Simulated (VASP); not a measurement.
Input of a VASP 6.6.1 run:

The input INCAR:

```
PREC = Accurate
ENCUT = 520
EDIFF = 1E-6
ISMEAR = -1
SIGMA = 0.05
LREAL = F
LASPH = T
NELM = 60
ALGO = Normal
ISIF = 2
LWAVE = F
LCHARG = T
LELF = T
LVHAR = T
NBANDS = 12
```

The input KPOINTS:

```
Automatic mesh
0
Gamma
  13 13 13
```

POSCAR

```
Tl
1.0
   -1.9215900000      1.9410000000      1.9410000000
    1.9410000000     -1.9215900000      1.9410000000
    1.9410000000      1.9410000000     -1.9215900000
Tl
1
Direct
    0.0000000000      0.0000000000      0.0000000000
```

Potentials or basis: VASP PAW LDA potentials, release 64 (Tl_d).

Command:

```console
$ cat potpaw_LDA.64/Tl_d/POTCAR > POTCAR
$ mpirun -np 1 vasp_std > vasp.out
```

(1) Estimate the band gap on the k mesh.

(2) Predict the pressure.

Answers

(1) zero (an odd number of electrons rules out a gap without spin polarisation).

(2) -2.4 GPa.

Caveat: the cell differs from its parent crystal (equal xy, yz and zx shear strains of +1 %); spin-orbit coupling is left out, which moves the levels of the heavy elements.
